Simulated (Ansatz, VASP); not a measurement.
## SnSe2 in VASP and in Ansatz

The input INCAR:

```
PREC = Accurate
ENCUT = 520
EDIFF = 1E-6
ISMEAR = -1
SIGMA = 0.02
LREAL = False
LASPH = True
NELM = 60
ALGO = Normal
ISIF = 2
LWAVE = False
LCHARG = True
GGA = PE
LELF = True
LVHAR = True
NBANDS = 35
```

KPOINTS

```
regular mesh
0
Gamma
  4 4 6
```

File POSCAR:

```
SnSe2
1.0
    6.6428178394      0.0000000000      0.0000000000
    0.0000000000      6.6428178394      0.0000000000
    0.0000000000      0.0000000000      4.0523331261
Sn Se
2 4
Direct
    0.0000000000      0.0000000000      0.0000000000
    0.5000000000      0.5000000000      0.5000000000
    0.3070040519      0.3070040519      0.0000000000
    0.1929959481      0.8070040519      0.5000000000
    0.8070040519      0.1929959481      0.5000000000
    0.6929959481      0.6929959481      0.0000000000
```

Input for Ansatz:

```yaml
crystal:
  lattice:
    - [6.6428178394, 0.0, 0.0]
    - [0.0, 6.6428178394, 0.0]
    - [0.0, 0.0, 4.0523331261]
  atoms:
    - { symbol: Sn, position: [0.0, 0.0, 0.0] }
    - { symbol: Sn, position: [0.5, 0.5, 0.5] }
    - { symbol: Se, position: [0.3070040519, 0.3070040519, 0.0] }
    - { symbol: Se, position: [0.1929959481, 0.8070040519, 0.5] }
    - { symbol: Se, position: [0.8070040519, 0.1929959481, 0.5] }
    - { symbol: Se, position: [0.6929959481, 0.6929959481, 0.0] }
kpoints:
  mp_grid: { grid: [4, 4, 6] }
hamiltonian:
  xc: pbe
scf:
  occupations: { method: fermi_dirac, width: 0.02 }
  n_extra_bands: 5
output:
  forces: true
  stress: true
  eigenvalues: true
```

Alike in both runs: task single point; functional PBE; k mesh 4 × 4 × 6; occupations fermi-dirac, width 0.02 eV; no spin polarisation.

|  | VASP | Ansatz |
| --- | --- | --- |
| version | VASP 6.6.1 | Ansatz 0.2.0 |
| potentials or method | VASP PAW PBE potentials, release 64 (Sn_d, Se) | plane waves, PAW |
| plane-wave cutoff (eV) | 520 | 420 |
| valence electrons in the cell | 52 | 92 |

|  | VASP | Ansatz | Ansatz less VASP |
| --- | --- | --- | --- |
| pressure (GPa) | -1.4 | -1.4 | -0.02 |
| traceless stress, the component that is largest in VASP (GPa) | -0.27 | -0.29 | -0.014 |
| rms of the force components (eV/Å) | 0.042 | 0.044 | +0.0025 |

Atom by atom the forces differ by 0.003 eV/Å (rms over components). VASP's potentials hold 52 valence electrons a cell and Ansatz's 92, so a difference there can come from the potentials and not from the codes.
